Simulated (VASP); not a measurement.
# Pb (Fm-3m) in VASP: further runs

Pb is run at these levels: PBEsol; tasks: density of states.

Program: VASP 6.6.1. These are calculated values, not measurements. Logs are shortened: lines on timing, memory, paths and dates and some standing lists are left out, and cuts for length are marked.

### Step 1. The cell of the first run

The structure is cubic, space group Fm-3m (No. 225). The conventional cell has a = 4.483 Å, b = 4.483 Å, c = 4.483 Å, α = 90.00°, β = 90.00°, γ = 90.00°. Pb (site symmetry m-3m) has 12 Pb at 3.17 Å within 4.2 Å.

### Step 2. Density of states, PBEsol (volume scaled by 0.75)

File POSCAR:

```
Pb
1.0
    0.0000000000      2.2417307380      2.2417307380
    2.2417307380      0.0000000000      2.2417307380
    2.2417307380      2.2417307380      0.0000000000
Pb
1
Direct
    0.0000000000      0.0000000000      0.0000000000
```

File INCAR.step1:

```
PREC = Accurate
ENCUT = 520
EDIFF = 1E-6
ISMEAR = -1
SIGMA = 0.1
LREAL = F
LASPH = T
NELM = 60
ALGO = Normal
ISIF = 2
LWAVE = F
LCHARG = T
GGA = PS
NBANDS = 13
```

File KPOINTS.step1:

```
regular mesh
0
Gamma
  15 15 15
```

File INCAR.step2:

```
PREC = Accurate
ENCUT = 520
EDIFF = 1E-6
ISMEAR = -5
SIGMA = 0.1
LREAL = F
LASPH = T
NELM = 60
ALGO = Normal
ISIF = 2
LWAVE = F
LCHARG = F
GGA = PS
LORBIT = 11
NEDOS = 2001
ICHARG = 11
```

File KPOINTS.step2:

```
regular mesh
0
Gamma
  23 23 23
```

Potentials or basis: VASP PAW PBE potentials, release 64 (Pb_d).

Run with:

```bash
cat potpaw_PBE.64/Pb_d/POTCAR > POTCAR
cp INCAR.step1 INCAR
cp KPOINTS.step1 KPOINTS
mpirun -np 1 vasp_std > vasp.out
cp INCAR.step2 INCAR
cp KPOINTS.step2 KPOINTS
mpirun -np 1 vasp_std > vasp.out
```

OUTCAR:

```text
PREC = Accurate
   ENCUT = 520
   EDIFF = 1E-6
   ISMEAR = -5
   LREAL = F
   LASPH = T
   NELM = 60
   ISIF = 2
   GGA = PS
   LORBIT = 11
   ICHARG = 11

 ion  position               nearest neighbor table
   1  0.000  0.000  0.000-

  LATTYP: Found a face centered cubic cell.
 ALAT       =     4.4834614760

  Lattice vectors:

 A1 = (   0.0000000000,   2.2417307380,   2.2417307380)
 A2 = (   2.2417307380,   0.0000000000,   2.2417307380)
 A3 = (   2.2417307380,   2.2417307380,   0.0000000000)

Analysis of symmetry for initial positions (statically):
=====================================================================
 Subroutine PRICEL returns:
 Original cell was already a primitive cell.

 Routine SETGRP: Setting up the symmetry group for a
 face centered cubic supercell.

 Subroutine GETGRP returns: Found 48 space group operations
 (whereof 48 operations were pure point group operations)
 out of a pool of 48 trial point group operations.

The static configuration has the point symmetry O_h .

Analysis of symmetry for dynamics (positions and initial velocities):
=====================================================================
 Subroutine PRICEL returns:
 Original cell was already a primitive cell.

 Routine SETGRP: Setting up the symmetry group for a
 face centered cubic supercell.

 Subroutine GETGRP returns: Found 48 space group operations
 (whereof 48 operations were pure point group operations)
 out of a pool of 48 trial point group operations.

The dynamic configuration has the point symmetry O_h .

 Subroutine INISYM returns: Found 48 space group operations
 (whereof 48 operations are pure point group operations),
 and found     1 'primitive' translations

----------------------------------------------------------------------------------------

                                     Primitive cell

  volume of cell :      22.5310

  direct lattice vectors                    reciprocal lattice vectors
     0.000000000  2.241730738  2.241730738    -0.223041952  0.223041952  0.223041952
     2.241730738  0.000000000  2.241730738     0.223041952 -0.223041952  0.223041952
     2.241730738  2.241730738  0.000000000     0.223041952  0.223041952 -0.223041952

  length of vectors
     3.170286013  3.170286013  3.170286013     0.386319993  0.386319993  0.386319993

  position of ions in fractional coordinates (direct lattice)
     0.000000000  0.000000000  0.000000000

  ion indices of the primitive-cell ions
   primitive index   ion index
                 1           1

----------------------------------------------------------------------------------------

 KPOINTS: regular mesh

Automatic generation of k-mesh.
 Grid dimensions read from file:
 generate k-points for:   23   23   23

 Generating k-lattice:

  Cartesian coordinates                     Fractional coordinates (reciprocal lattice)
    -0.009697476  0.009697476  0.009697476     0.043478261  0.000000000  0.000000000
     0.009697476 -0.009697476  0.009697476     0.000000000  0.043478261  0.000000000
     0.009697476  0.009697476 -0.009697476     0.000000000  0.000000000  0.043478261

  Length of vectors
     0.016796521  0.016796521  0.016796521

  Shift w.r.t. Gamma in fractional coordinates (k-lattice)
     0.000000000  0.000000000  0.000000000

 TETIRR: Found   1662 inequivalent tetrahedra from    73002

 Subroutine IBZKPT returns following result:
 ===========================================

 Found    364 irreducible k-points:

 Following reciprocal coordinates:
            Coordinates               Weight
  0.000000  0.000000  0.000000      1.000000
  0.043478  0.000000  0.000000      8.000000
  0.086957  0.000000  0.000000      8.000000
  0.130435  0.000000  0.000000      8.000000
  0.173913  0.000000  0.000000      8.000000
  0.217391  0.000000  0.000000      8.000000
[... 16 lines left out ...]
  0.478261  0.043478  0.000000     24.000000
 -0.478261  0.043478  0.000000     24.000000
 [... further k-points ...]
   k-points           NKPTS =    364   k-points in BZ     NKDIM =    364   number of bands    NBANDS=     11
   number of dos      NEDOS =   2001   number of ions     NIONS =      1
   total plane-waves  NPLWV =  13824
   dimension x,y,z NGX =    24 NGY =   24 NGZ =   24
   dimension x,y,z NGXF=    48 NGYF=   48 NGZF=   48
   ions per type =               1
   NGX,Y,Z   is equivalent  to a cutoff of  12.59, 12.59, 12.59 a.u.
   NGXF,Y,Z  is equivalent  to a cutoff of  25.17, 25.17, 25.17 a.u.
 SYSTEM =  unknown system
   PREC   = accura    normal or accurate (medium, high low for compatibility)
   ISTART =      0    job   : 0-new  1-cont  2-samecut
   ICHARG =     11    charge: 1-file 2-atom 10-const
   ISPIN  =      1    spin polarized calculation?
   LNONCOLLINEAR =      F non collinear calculations
   LSORBIT =      F    spin-orbit coupling
   LASPH  =      T    aspherical Exc in radial PAW
   ENCUT  =  520.0 eV  38.22 Ry    6.18 a.u.   5.89  5.89  5.89*2*pi/ulx,y,z
   NELM   =     60;   NELMIN=  2; NELMDL=  0     # of ELM steps
   EDIFF  = 0.1E-05   stopping-criterion for ELM
   LREAL  =      F    real-space projection
   EDIFFG = 0.1E-04   stopping-criterion for IOM
   NSW    =      0    number of steps for IOM
   IBRION =     -1    ionic relax: 0-MD 1-quasi-New 2-CG
   NFREE  =      0    steps in history (QN), initial steepest desc. (CG)
   ISIF   =      2    stress and relaxation
   ISYM   =      2    0-nonsym 1-usesym 2-fastsym
   POTIM  = 0.5000    time-step for ionic-motion
   TEBEG  =    0.0;   TEEND  =   0.0 temperature during run
   PSTRESS=    0.0 pullay stress
   NELECT =      14.0000    total number of electrons
   NUPDOWN=      -1.0000    fix difference up-down
   EMIN   =  10.00;   EMAX   =-10.00  energy-range for DOS
   EFERMI =   0.00;   METHOD = LEGACY
   ISMEAR =    -5;   SIGMA  =   0.10  broadening in eV -4-tet -1-fermi 0-gaus
   EFERMI_NEDOS =   21; number of points for ismear=-14 and -15
   IALGO  =     38    algorithm
   IMIX   =      4    mixing-type and parameters
     AMIX     =   0.40;   BMIX     =  1.00
     AMIX_MAG =   1.60;   BMIX_MAG =  1.00
  volume/ion in A,a.u.               =      22.53       152.05
  Fermi-wavevector in a.u.,A,eV,Ry     =   1.396982  2.639913 26.552558  1.951558
  Thomas-Fermi vector in A             =   2.520283
   LORBIT       =     11    0 simple, 1 ext, 2 COOP (PROOUT), +10 PAW based schemes
   GGA     = PS    functional components
   LHFCALC =     F    Hartree Fock is set to
   AEXX    =    0.0000 exact exchange contribution
   IVDW    =     0    specifies the selected vdW correction
   LEPSILON=     F    determine dielectric tensor
   LRPA    =     F    only Hartree local field effects (RPA)
 non-spin polarized calculation
 Fermi weights with tetrahedron method with Bloechl corrections
  energy-cutoff  :      520.00
  volume of cell :       22.53
 maximum number of plane-waves:       620

 number of electron      14.0000001 magnetization

 Free energy of the ion-electron system (eV)
  ---------------------------------------------------
  ext. energy  EPLUGINS =         0.00000000
  ---------------------------------------------------
  free energy    TOTEN  =        -3.51523112 eV

  energy without entropy =       -3.51523112  energy(sigma->0) =       -3.51523112

 E-fermi :  11.1413     XC(G=0): -11.8542

 val. band max:       11.2048087941   @ k =   0.4348   0.3043   0.1304
 cond. band min:      11.0170019930   @ k =  -0.2609   0.2609   0.0000
 fundamental gap:     -0.1878068011
 Fermi energy:        11.1412814967

 k-point     1 :       0.0000    0.0000    0.0000
  band No.  band energies     occupation
      1      -6.4422      2.00000
      2      -6.4422      2.00000
      3      -6.4422      2.00000
      4      -6.1033      2.00000
      5      -6.1033      2.00000
      6      -3.2421      2.00000
      7      20.6944      0.00000
      8      20.8183      0.00000
      9      20.8183      0.00000
     10      20.8183      0.00000
     11      25.9877      0.00000

 k-point     2 :       0.0435    0.0000    0.0000
  band No.  band energies     occupation
      1      -6.4435      2.00000
      2      -6.4357      2.00000
      3      -6.4357      2.00000
      4      -6.1044      2.00000
      5      -6.1044      2.00000
      6      -3.1936      2.00000
      7      20.1319      0.00000
      8      20.7218      0.00000
      9      20.7681      0.00000
     10      20.7681      0.00000
     11      25.9554      0.00000

 k-point     3 :       0.0870    0.0000    0.0000
  band No.  band energies     occupation
      1      -6.4480      2.00000
      2      -6.4179      2.00000
      3      -6.4179      2.00000
      4      -6.1062      2.00000
      5      -6.1062      2.00000
      6      -3.0468      2.00000
      7      18.6794      0.00000
      8      20.6236      0.00000
      9      20.6236      0.00000
     10      20.7549      0.00000
     11      25.7782      0.00000

 k-point     4 :       0.1304    0.0000    0.0000
  band No.  band energies     occupation
      1      -6.4574      2.00000
      2      -6.3937      2.00000
      3      -6.3937      2.00000
      4      -6.1047      2.00000
      5      -6.1047      2.00000
      6      -2.7991      2.00000
      7      16.9916      0.00000
      8      20.3999      0.00000
      9      20.3999      0.00000
     10      20.7953      0.00000
     11      25.3257      0.00000
[... 239 lines left out ...]
 k-point    22 :       0.4348    0.0435    0.0000
  band No.  band energies     occupation
      1      -6.6091      2.00000
      2      -6.4170      2.00000
      3      -6.4000      2.00000
      4      -5.8611      2.00000
      5      -5.8184      2.00000
      6       1.4456      2.00000
      7       6.5291      2.00000
      8      18.0733      0.00000
      9      18.2459      0.00000
     10      20.1335      0.00000
     11      23.9540      0.00000

 k-point    23 :       0.4783    0.0435    0.0000
  band No.  band energies     occupation
      1      -6.6206      2.00000
      2      -6.4243      2.00000
      3      -6.4091      2.00000
      4      -5.8282      2.00000
      5      -5.8020      2.00000
      6       2.2439      2.00000
      7       5.4760      2.00000
      8      17.9947      0.00000
      9      18.0878      0.00000
     10      20.0589      0.00000
     11      23.9212      0.00000

 k-point    24 :      -0.4783    0.0435    0.0000
  band No.  band energies     occupation
      1      -6.6234      2.00000
      2      -6.4254      2.00000
      3      -6.4125      2.00000
      4      -5.8130      2.00000
      5      -5.8046      2.00000
      6       2.5448      2.00000
      7       5.1114      2.00000
      8      17.8242      0.00000
      9      18.1979      0.00000
     10      20.0613      0.00000
     11      23.8457      0.00000

 [... further k-points ...]
[... 5 lines left out ...]
  --------------------------------------------------------------------------------------
  -------------------------------------------------------------------------------------
  Total        3.8737508      3.8737508      3.8737508      0.0000000      0.0000000     -0.0000000
  in kB      275.4621479    275.4621479    275.4621479      0.0000000      0.0000000     -0.0000000
  external PRESSURE =     275.4621479 kB  Pullay stress =       0.0000000 kB

 VOLUME and BASIS-vectors are now :
 -----------------------------------------------------------------------------
  energy-cutoff  :      520.00
  volume of cell :       22.53
      direct lattice vectors                 reciprocal lattice vectors
     0.000000000  2.241730738  2.241730738    -0.223041952  0.223041952  0.223041952
     2.241730738  0.000000000  2.241730738     0.223041952 -0.223041952  0.223041952
     2.241730738  2.241730738  0.000000000     0.223041952  0.223041952 -0.223041952

 POSITION                                       TOTAL-FORCE (eV/Angst)
 -----------------------------------------------------------------------------------
      0.00000      0.00000      0.00000         0.000000     -0.000000      0.000000
 -----------------------------------------------------------------------------------
    total drift:                               -0.000000      0.000000     -0.000000

  FREE ENERGIE OF THE ION-ELECTRON SYSTEM (eV)
  ---------------------------------------------------
  free  energy   TOTEN  =        -3.5152311159 eV

  energy  without entropy=       -3.5152311159  energy(sigma->0) =       -3.51523112

 total charge

# of ion       s       p       d       tot
------------------------------------------
    1        1.397   0.927   9.837  12.160
```

Wall time 1.7 min (1 thread of Intel Xeon Platinum 8375C at 2.90GHz (Ice Lake), shared host); peak memory 0.2 GiB.

What came out:

```yaml
Valence_electrons_inside_the_program's_atomic_spheres: Pb 12.16
```

Levels at points of the mesh, in eV from the Fermi level:
| k point | band 5 | band 6 | band 7 | band 8 | band 9 | band 10 |
| --- | --- | --- | --- | --- | --- | --- |
| (0.00, 0.00, 0.00) | -17.24 | -14.38 | 9.55 | 9.68 | 9.68 | 9.68 |

Caveat: the PAW data sets were made with another functional, which shifts forces and pressure a little; spin-orbit coupling is left out, which moves the levels of the heavy elements; tetrahedron occupations give inexact forces and stress in metals.

### Step 3. Density of states, PBEsol (volume scaled by 0.95)

File POSCAR:

```
Pb
1.0
    0.0000000000      2.4255164669      2.4255164669
    2.4255164669      0.0000000000      2.4255164669
    2.4255164669      2.4255164669      0.0000000000
Pb
1
Direct
    0.0000000000      0.0000000000      0.0000000000
```

File INCAR.step1:

```
ALGO     = Normal         # electronic algorithm
EDIFF    = 1E-6           # SCF threshold, eV
ENCUT    = 520            # plane-wave cutoff, eV
GGA      = PS             # functional
ISIF     = 2              # what is computed and relaxed
ISMEAR   = -1             # smearing method
LASPH    = T              # aspherical terms in the spheres
LCHARG   = T              # write CHGCAR
LREAL    = F              # projectors in reciprocal space
LWAVE    = F              # write WAVECAR
NBANDS   = 13             # bands
NELM     = 60             # most SCF steps
PREC     = Accurate       # precision mode
SIGMA    = 0.1            # smearing width, eV
```

File KPOINTS.step1:

```
k-points
0
Gamma
  15 15 15
```

File INCAR.step2:

```
ALGO     = Normal         # electronic algorithm
EDIFF    = 1E-6           # SCF threshold, eV
ENCUT    = 520            # plane-wave cutoff, eV
GGA      = PS             # functional
ICHARG   = 11             # starting density
ISIF     = 2              # what is computed and relaxed
ISMEAR   = -5             # smearing method
LASPH    = T              # aspherical terms in the spheres
LCHARG   = F              # write CHGCAR
LORBIT   = 11             # projections on sites
LREAL    = F              # projectors in reciprocal space
LWAVE    = F              # write WAVECAR
NBANDS   = 13             # bands
NEDOS    = 2001           # points of the DOS
NELM     = 60             # most SCF steps
PREC     = Accurate       # precision mode
SIGMA    = 0.1            # smearing width, eV
```

File KPOINTS.step2:

```
k-points
0
Gamma
  23 23 23
```

Potentials or basis: VASP PAW PBE potentials, release 64 (Pb_d).

Run with:

```bash
cat potpaw_PBE.64/Pb_d/POTCAR > POTCAR
cp INCAR.step1 INCAR
cp KPOINTS.step1 KPOINTS
mpirun -np 1 vasp_std > vasp.out
cp INCAR.step2 INCAR
cp KPOINTS.step2 KPOINTS
mpirun -np 1 vasp_std > vasp.out
```

It took 3.8 min on 1 thread of Intel Xeon Platinum 8375C at 2.90GHz (Ice Lake), shared host; peak memory 0.24 GiB.

Results (log left out):

```
Valence electrons inside the program's atomic spheres : Pb 11.98
```

Levels at points of the mesh, in eV from the Fermi level:
```tsv
k point	band 4	band 5	band 6	band 7	band 8	band 9	band 10	band 11
(0.00, 0.00, 0.00)	-16.92	-16.92	-12.25	7.85	7.85	7.85	9.75	12.05
```

Caveat: the PAW data sets were made with another functional, which shifts forces and pressure a little; spin-orbit coupling is left out, which moves the levels of the heavy elements; tetrahedron occupations give inexact forces and stress in metals.
